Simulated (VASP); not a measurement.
# Ta4C3 (Pm-3m) in VASP: a series of runs

Runs on Ta4C3. Level: PBEsol. Tasks: single point.

Program: VASP 6.6.1. These are calculated values, not measurements. Logs are shortened: lines on timing, memory, paths and dates and some standing lists are left out, and cuts for length are marked.

### 1 The cell of the first run

Symmetry: Pm-3m, No. 221, cubic system. The conventional cell has a = 4.445 Å, b = 4.445 Å, c = 4.445 Å, α = 90.00°, β = 90.00°, γ = 90.00°. Within 2.9 Å of Ta (site symmetry 4/mmm) lie 4 C at 2.22 Å. Ta (site symmetry m-3m) has 6 C at 2.22 Å within 2.9 Å. C (site symmetry 4/mmm) has 6 Ta at 2.22 Å within 2.9 Å.

### 2 Single point, PBEsol

File INCAR:

```
ALGO     = Normal         # electronic algorithm
EDIFF    = 1E-6           # SCF threshold, eV
ENCUT    = 520            # plane-wave cutoff, eV
GGA      = PS             # functional
ISIF     = 2              # what is computed and relaxed
ISMEAR   = 0              # smearing method
LASPH    = T              # aspherical terms in the spheres
LCHARG   = F              # write CHGCAR
LREAL    = F              # projectors in reciprocal space
LWAVE    = F              # write WAVECAR
NBANDS   = 37             # bands
NELM     = 60             # most SCF steps
PREC     = Accurate       # precision mode
SIGMA    = 0.1            # smearing width, eV
```

File KPOINTS:

```
k-points
0
Gamma
  8 8 8
```

File POSCAR:

```
Ta4C3
1.0
    4.4452810000      0.0000000000      0.0000000000
    0.0000000000      4.4452810000      0.0000000000
    0.0000000000      0.0000000000      4.4452810000
Ta C
4 3
Direct
    0.0000000000      0.5000000000      0.5000000000
    0.5000000000      0.0000000000      0.5000000000
    0.5000000000      0.5000000000      0.0000000000
    0.0000000000      0.0000000000      0.0000000000
    0.5000000000      0.0000000000      0.0000000000
    0.0000000000      0.5000000000      0.0000000000
    0.0000000000      0.0000000000      0.5000000000
```

Potentials or basis: VASP PAW PBE potentials, release 64 (Ta_pv, C).

Started as:

```sh
cat potpaw_PBE.64/Ta_pv/POTCAR potpaw_PBE.64/C/POTCAR > POTCAR
mpirun -np 1 vasp_std > vasp.out
```

OUTCAR:

```text
EDIFF = 1E-6
   ENCUT = 520
   GGA = PS
   ISIF = 2
   ISMEAR = 0
   LASPH = T
   LREAL = F
   NELM = 60
   PREC = Accurate

 ion  position               nearest neighbor table
   1  0.000  0.500  0.500-   6 2.22   7 2.22   6 2.22   7 2.22   3 3.14   3 3.14   4 3.14   4 3.14
                             2 3.14   4 3.14   2 3.14   4 3.14   2 3.14   3 3.14   3 3.14   2 3.14
   2  0.500  0.000  0.500-   5 2.22   7 2.22   5 2.22   7 2.22   3 3.14   3 3.14   4 3.14   4 3.14
                             1 3.14   3 3.14   3 3.14   1 3.14   4 3.14   1 3.14   4 3.14   1 3.14
   3  0.500  0.500  0.000-   5 2.22   6 2.22   5 2.22   6 2.22   2 3.14   1 3.14   2 3.14   2 3.14
                             4 3.14   4 3.14   2 3.14   1 3.14   4 3.14   1 3.14   1 3.14   4 3.14
   4  0.000  0.000  0.000-   5 2.22   6 2.22   7 2.22   7 2.22   6 2.22   5 2.22   1 3.14   2 3.14
                             1 3.14   1 3.14   3 3.14   2 3.14   1 3.14   2 3.14   3 3.14   3 3.14
   5  0.500  0.000  0.000-   2 2.22   3 2.22   4 2.22   2 2.22   3 2.22   4 2.22
   6  0.000  0.500  0.000-   1 2.22   3 2.22   4 2.22   1 2.22   4 2.22   3 2.22
   7  0.000  0.000  0.500-   1 2.22   2 2.22   4 2.22   4 2.22   1 2.22   2 2.22

  LATTYP: Found a simple cubic cell.
 ALAT       =     4.4452810000

  Lattice vectors:

 A1 = (   4.4452810000,   0.0000000000,   0.0000000000)
 A2 = (   0.0000000000,   4.4452810000,   0.0000000000)
 A3 = (   0.0000000000,   0.0000000000,   4.4452810000)

Analysis of symmetry for initial positions (statically):
=====================================================================
 Subroutine PRICEL returns:
 Original cell was already a primitive cell.

 Routine SETGRP: Setting up the symmetry group for a
 simple cubic supercell.

 Subroutine GETGRP returns: Found 48 space group operations
 (whereof 48 operations were pure point group operations)
 out of a pool of 48 trial point group operations.

The static configuration has the point symmetry O_h .

Analysis of symmetry for dynamics (positions and initial velocities):
=====================================================================
 Subroutine PRICEL returns:
 Original cell was already a primitive cell.

 Routine SETGRP: Setting up the symmetry group for a
 simple cubic supercell.

 Subroutine GETGRP returns: Found 48 space group operations
 (whereof 48 operations were pure point group operations)
 out of a pool of 48 trial point group operations.

The dynamic configuration has the point symmetry O_h .

 Subroutine INISYM returns: Found 48 space group operations
 (whereof 48 operations are pure point group operations),
 and found     1 'primitive' translations

----------------------------------------------------------------------------------------

                                     Primitive cell

[... 112 lines left out ...]
   NUPDOWN=      -1.0000    fix difference up-down
   EMIN   =  10.00;   EMAX   =-10.00  energy-range for DOS
   EFERMI =   0.00;   METHOD = LEGACY
   ISMEAR =     0;   SIGMA  =   0.10  broadening in eV -4-tet -1-fermi 0-gaus
   EFERMI_NEDOS =   21; number of points for ismear=-14 and -15
   IALGO  =     38    algorithm
   IMIX   =      4    mixing-type and parameters
     AMIX     =   0.40;   BMIX     =  1.00
     AMIX_MAG =   1.60;   BMIX_MAG =  1.00
  volume/ion in A,a.u.               =      12.55        84.68
  Fermi-wavevector in a.u.,A,eV,Ry     =   1.408980  2.662587 27.010637  1.985226
  Thomas-Fermi vector in A             =   2.531083
   LORBIT       =      0    0 simple, 1 ext, 2 COOP (PROOUT), +10 PAW based schemes
   GGA     = PS    functional components
   LHFCALC =     F    Hartree Fock is set to
   AEXX    =    0.0000 exact exchange contribution
   IVDW    =     0    specifies the selected vdW correction
   LEPSILON=     F    determine dielectric tensor
   LRPA    =     F    only Hartree local field effects (RPA)
 non-spin polarized calculation
 Gauss-broadening in eV      SIGMA  =   0.10
  energy-cutoff  :      520.00
  volume of cell :       87.84
 maximum number of plane-waves:      2392
 NGX is ok and might be reduce to    36

 number of electron      56.0000005 magnetization

 Free energy of the ion-electron system (eV)
  ---------------------------------------------------
  ext. energy  EPLUGINS =         0.00000000
  ---------------------------------------------------
  free energy    TOTEN  =       -82.70506089 eV

  energy without entropy =      -82.68801210  energy(sigma->0) =      -82.69653650

 E-fermi :   6.8717     XC(G=0): -12.9606

 val. band max:        6.8650299517   @ k =   0.5000   0.2500   0.1250
 cond. band min:       6.9469271177   @ k =   0.3750   0.0000   0.0000
 fundamental gap:      0.0818971660
 Fermi energy:         6.8717292533

 k-point     1 :       0.0000    0.0000    0.0000
  band No.  band energies     occupation
      1     -28.3258      2.00000
      2     -28.3258      2.00000
      3     -28.3258      2.00000
      4     -27.7178      2.00000
      5     -27.7178      2.00000
      6     -27.7178      2.00000
[... 949 lines left out ...]
     36      10.4278      0.00000
     37      10.6802      0.00000

 [... further k-points ...]

------------------------ aborting loop because EDIFF is reached ----------------------------------------

  FORCE on cell =-STRESS in cart. coord.  units (eV):
  Direction    XX          YY          ZZ          XY          YZ          ZX
  --------------------------------------------------------------------------------------
  -------------------------------------------------------------------------------------
  Total       -4.3317835     -4.3317835     -4.3317835      0.0000000      0.0000000      0.0000000
  in kB      -79.0095638    -79.0095638    -79.0095638      0.0000000      0.0000000      0.0000000
  external PRESSURE =     -79.0095638 kB  Pullay stress =       0.0000000 kB

 VOLUME and BASIS-vectors are now :
 -----------------------------------------------------------------------------
  energy-cutoff  :      520.00
  volume of cell :       87.84
      direct lattice vectors                 reciprocal lattice vectors
     4.445281000  0.000000000  0.000000000     0.224957657  0.000000000  0.000000000
     0.000000000  4.445281000  0.000000000     0.000000000  0.224957657  0.000000000
     0.000000000  0.000000000  4.445281000     0.000000000  0.000000000  0.224957657

 POSITION                                       TOTAL-FORCE (eV/Angst)
 -----------------------------------------------------------------------------------
      0.00000      2.22264      2.22264         0.000000      0.000000      0.000000
      2.22264      0.00000      2.22264         0.000000      0.000000      0.000000
      2.22264      2.22264      0.00000         0.000000      0.000000      0.000000
      0.00000      0.00000      0.00000         0.000000      0.000000      0.000000
      2.22264      0.00000      0.00000         0.000000      0.000000      0.000000
      0.00000      2.22264      0.00000         0.000000      0.000000      0.000000
      0.00000      0.00000      2.22264         0.000000      0.000000      0.000000
 -----------------------------------------------------------------------------------
    total drift:                                0.000000      0.000000      0.000000

  FREE ENERGIE OF THE ION-ELECTRON SYSTEM (eV)
  ---------------------------------------------------
  free  energy   TOTEN  =       -82.7050608944 eV

  energy  without entropy=      -82.6880121023  energy(sigma->0) =      -82.69653650
```

OSZICAR:

```text
N       E                     dE             d eps       ncg     rms          rms(c)
DAV:   1     0.504138791447E+03    0.50414E+03   -0.30340E+04  2598   0.156E+03
DAV:   2    -0.621797812223E+02   -0.56632E+03   -0.55207E+03  2824   0.451E+02
DAV:   3    -0.927415066484E+02   -0.30562E+02   -0.29945E+02  3243   0.946E+01
DAV:   4    -0.934598525944E+02   -0.71835E+00   -0.71452E+00  3268   0.137E+01
DAV:   5    -0.934716602739E+02   -0.11808E-01   -0.11797E-01  3182   0.170E+00    0.433E+01
DAV:   6    -0.831435362990E+02    0.10328E+02   -0.53641E+01  3155   0.313E+01    0.179E+01
DAV:   7    -0.828219782907E+02    0.32156E+00   -0.29015E+00  3195   0.833E+00    0.921E+00
DAV:   8    -0.827206202866E+02    0.10136E+00   -0.50443E-01  3272   0.428E+00    0.182E+00
DAV:   9    -0.827062343879E+02    0.14386E-01   -0.47123E-02  3182   0.169E+00    0.380E-01
DAV:  10    -0.827053962380E+02    0.83815E-03   -0.11919E-02  3288   0.473E-01    0.149E-01
DAV:  11    -0.827051023720E+02    0.29387E-03   -0.33814E-03  3219   0.299E-01    0.658E-02
DAV:  12    -0.827050629187E+02    0.39453E-04   -0.33833E-04  3205   0.962E-02    0.219E-02
DAV:  13    -0.827050611122E+02    0.18064E-05   -0.13130E-05  3188   0.245E-02    0.389E-03
DAV:  14    -0.827050608944E+02    0.21789E-06   -0.10826E-06  1890   0.509E-03
   1 F= -.82705061E+02 E0= -.82696536E+02  d E =-.170488E-01
```

It took 2 min on 1 thread of AMD EPYC 7R43 (Zen 3), shared host; peak memory 0.22 GiB.

Results:

| Property | Result |
| --- | --- |
| Free energy | -82.7051 eV |
| Pressure | -7.9 GPa |
| Band gap on the k mesh | zero (band 28 reaches 7.20 eV, above the bottom of band 29 at 6.22 eV) |

Caveat: the PAW data sets were made with another functional, which shifts forces and pressure a little; spin-orbit coupling is left out, which moves the levels of the heavy elements.

### 3 Single point, PBEsol

File INCAR:

```
SYSTEM = Ta4C3
ALGO     = Normal         ! electronic algorithm
EDIFF    = 1E-6           ! SCF threshold, eV
ENCUT    = 520            ! plane-wave cutoff, eV
GGA      = PS             ! functional
ISIF     = 2              ! what is computed and relaxed
ISMEAR   = 0              ! smearing method
LASPH    = .TRUE.         ! aspherical terms in the spheres
LCHARG   = .TRUE.         ! write CHGCAR
LELF     = .TRUE.         ! ELF
LREAL    = .FALSE.        ! projectors in reciprocal space
LVHAR    = .TRUE.       
LWAVE    = .FALSE.        ! write WAVECAR
NBANDS   = 37             ! bands
NELM     = 80             ! most SCF steps
PREC     = Accurate       ! precision mode
SIGMA    = 0.1            ! smearing width, eV
```

File KPOINTS:

```
k-points
0
G
  8 8 8
  0 0 0
```

Changes to POSCAR since step 2:

```diff
@@ -2,5 +2,5 @@
 1.0
-    4.4452810000      0.0000000000      0.0000000000
-    0.0000000000      4.4452810000      0.0000000000
-    0.0000000000      0.0000000000      4.4452810000
+    4.4461951617      0.0000000000      0.0000000000
+    0.0000000000      4.4461951617      0.0000000000
+    0.0000000000      0.0000000000      4.4461951617
 Ta C
```

Potentials or basis: VASP PAW PBE potentials, release 64 (Ta_pv, C).

Started as:

```sh
cat potpaw_PBE.64/Ta_pv/POTCAR potpaw_PBE.64/C/POTCAR > POTCAR
mpirun -np 1 vasp_std > vasp.out
```

OUTCAR:

```text
SYSTEM = Ta4C3
   EDIFF = 1E-6
   ENCUT = 520
   GGA = PS
   ISIF = 2
   ISMEAR = 0
   LASPH = .TRUE.
   LREAL = .FALSE.
   NELM = 80
   PREC = Accurate

 ion  position               nearest neighbor table
   1  0.000  0.500  0.500-   6 2.22   7 2.22   6 2.22   7 2.22   3 3.14   3 3.14   4 3.14   4 3.14
                             2 3.14   4 3.14   2 3.14   4 3.14   2 3.14   3 3.14   3 3.14   2 3.14
   2  0.500  0.000  0.500-   5 2.22   7 2.22   5 2.22   7 2.22   3 3.14   3 3.14   4 3.14   4 3.14
                             1 3.14   3 3.14   3 3.14   1 3.14   4 3.14   1 3.14   4 3.14   1 3.14
   3  0.500  0.500  0.000-   5 2.22   6 2.22   5 2.22   6 2.22   2 3.14   1 3.14   2 3.14   2 3.14
                             4 3.14   4 3.14   2 3.14   1 3.14   4 3.14   1 3.14   1 3.14   4 3.14
   4  0.000  0.000  0.000-   5 2.22   6 2.22   7 2.22   7 2.22   6 2.22   5 2.22   1 3.14   2 3.14
                             1 3.14   1 3.14   3 3.14   2 3.14   1 3.14   2 3.14   3 3.14   3 3.14
   5  0.500  0.000  0.000-   2 2.22   3 2.22   4 2.22   2 2.22   3 2.22   4 2.22
   6  0.000  0.500  0.000-   1 2.22   3 2.22   4 2.22   1 2.22   4 2.22   3 2.22
   7  0.000  0.000  0.500-   1 2.22   2 2.22   4 2.22   4 2.22   1 2.22   2 2.22

  LATTYP: Found a simple cubic cell.
 ALAT       =     4.4461951617

  Lattice vectors:

 A1 = (   4.4461951617,   0.0000000000,   0.0000000000)
 A2 = (   0.0000000000,   4.4461951617,   0.0000000000)
 A3 = (   0.0000000000,   0.0000000000,   4.4461951617)

Analysis of symmetry for initial positions (statically):
=====================================================================
 Subroutine PRICEL returns:
 Original cell was already a primitive cell.

 Routine SETGRP: Setting up the symmetry group for a
 simple cubic supercell.

 Subroutine GETGRP returns: Found 48 space group operations
 (whereof 48 operations were pure point group operations)
 out of a pool of 48 trial point group operations.

The static configuration has the point symmetry O_h .

Analysis of symmetry for dynamics (positions and initial velocities):
=====================================================================
 Subroutine PRICEL returns:
 Original cell was already a primitive cell.

 Routine SETGRP: Setting up the symmetry group for a
 simple cubic supercell.
[... 139 lines left out ...]
   LORBIT       =      0    0 simple, 1 ext, 2 COOP (PROOUT), +10 PAW based schemes
   GGA     = PS    functional components
   LHFCALC =     F    Hartree Fock is set to
   AEXX    =    0.0000 exact exchange contribution
   IVDW    =     0    specifies the selected vdW correction
   LEPSILON=     F    determine dielectric tensor
   LRPA    =     F    only Hartree local field effects (RPA)
 non-spin polarized calculation
 Gauss-broadening in eV      SIGMA  =   0.10
  energy-cutoff  :      520.00
  volume of cell :       87.90
 maximum number of plane-waves:      2392
 NGX is ok and might be reduce to    36

 number of electron      56.0000005 magnetization

 Free energy of the ion-electron system (eV)
  ---------------------------------------------------
  ext. energy  EPLUGINS =         0.00000000
  ---------------------------------------------------
  free energy    TOTEN  =       -82.70238223 eV

  energy without entropy =      -82.68532198  energy(sigma->0) =      -82.69385210

 E-fermi :   6.8663     XC(G=0): -12.9574

 val. band max:        6.8595924359   @ k =   0.5000   0.2500   0.1250
 cond. band min:       6.9413966499   @ k =   0.3750   0.0000   0.0000
 fundamental gap:      0.0818042140
 Fermi energy:         6.8663054602

 k-point     1 :       0.0000    0.0000    0.0000
  band No.  band energies     occupation
      1     -28.3324      2.00000
      2     -28.3324      2.00000
      3     -28.3324      2.00000
      4     -27.7249      2.00000
      5     -27.7249      2.00000
      6     -27.7249      2.00000
[... 949 lines left out ...]
     36      10.4194      0.00000
     37      10.6716      0.00000

 [... further k-points ...]
[... 5 lines left out ...]
  --------------------------------------------------------------------------------------
  -------------------------------------------------------------------------------------
  Total       -4.4279725     -4.4279725     -4.4279725     -0.0000000      0.0000000      0.0000000
  in kB      -80.7141967    -80.7141967    -80.7141967     -0.0000000      0.0000000      0.0000000
  external PRESSURE =     -80.7141967 kB  Pullay stress =       0.0000000 kB

 VOLUME and BASIS-vectors are now :
 -----------------------------------------------------------------------------
  energy-cutoff  :      520.00
  volume of cell :       87.90
      direct lattice vectors                 reciprocal lattice vectors
     4.446195162  0.000000000  0.000000000     0.224911405  0.000000000  0.000000000
     0.000000000  4.446195162  0.000000000     0.000000000  0.224911405  0.000000000
     0.000000000  0.000000000  4.446195162     0.000000000  0.000000000  0.224911405

 POSITION                                       TOTAL-FORCE (eV/Angst)
 -----------------------------------------------------------------------------------
      0.00000      2.22310      2.22310         0.000000      0.000000      0.000000
      2.22310      0.00000      2.22310         0.000000      0.000000      0.000000
      2.22310      2.22310      0.00000         0.000000      0.000000      0.000000
      0.00000      0.00000      0.00000         0.000000      0.000000      0.000000
      2.22310      0.00000      0.00000         0.000000      0.000000      0.000000
      0.00000      2.22310      0.00000         0.000000      0.000000      0.000000
      0.00000      0.00000      2.22310         0.000000      0.000000      0.000000
 -----------------------------------------------------------------------------------
    total drift:                                0.000000      0.000000      0.000000

  FREE ENERGIE OF THE ION-ELECTRON SYSTEM (eV)
  ---------------------------------------------------
  free  energy   TOTEN  =       -82.7023822316 eV

  energy  without entropy=      -82.6853219755  energy(sigma->0) =      -82.69385210
```

Run time: 2.4 min. Hardware: 1 thread of AMD EPYC 7R43 (Zen 3), shared host; peak memory 0.21 GiB.

Results:

```
Free energy            : -82.7024 eV
Pressure               : -8.1 GPa
Band gap on the k mesh : zero (band 28 reaches 7.19 eV, above the bottom of band 29 at 6.21 eV)
```

Caveat: the PAW data sets were made with another functional, which shifts forces and pressure a little; spin-orbit coupling is left out, which moves the levels of the heavy elements.

(Part 1 of 2 ends here.)
